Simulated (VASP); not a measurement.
Input of a VASP 6.6.1 run:

The input INCAR:

```
  PREC = Accurate
  ENCUT = 520
  EDIFF = 1E-7
  ISMEAR = 0
  SIGMA = 0.2
  LREAL = False
  LASPH = True
  NELM = 100
  ALGO = Normal
  ISIF = 2
  LWAVE = False
  LCHARG = True
  GGA = PE
  LELF = True
  LVHAR = True
  NBANDS = 23
```

The input KPOINTS:

```
regular mesh
0
Gamma
  6 6 6
```

File POSCAR:

```
B3C
1.0
    3.9510523750      0.0235131182      0.0205364370
    0.0158903463      4.0463432846      0.9568424474
    0.0228748478      0.9629657071      3.7621119878
B C
6 2
Direct
    0.1854677289      0.5654718827      0.0607992457
    0.6927594005      0.5736396907      1.0643493205
    0.9257690262      0.2667684049     -0.0401513135
    1.1703017633      0.5727193456      0.5569664659
    0.4478007994      1.2838072656      0.4631204552
    0.4501978746      0.8394918838      0.6615759296
    0.9299945050     -0.1677616329      0.1768309225
    0.6977089021      0.5658631594      0.5565089742
```

Potentials or basis: VASP PAW PBE potentials, release 64 (B, C).

The run is started by

```console
$ cat potpaw_PBE.64/B/POTCAR potpaw_PBE.64/C/POTCAR > POTCAR
$ mpirun -np 1 vasp_std > vasp.out
```

Estimate the band gap on the k mesh.

zero (band 13 reaches 9.29 eV, above the bottom of band 14 at 4.33 eV).

Estimate the pressure.

0.1 GPa.

Estimate the largest force.

0.037 eV/Å.

Forces on the atoms (eV/Å):
```
B    0.008 -0.004  0.003
B   -0.010 -0.008  0.004
B    0.003 -0.005  0.000
B    0.009 -0.005  0.005
B   -0.004 -0.012  0.000
B   -0.005  0.009  0.000
C    0.007  0.034 -0.015
C   -0.008 -0.007  0.002
```
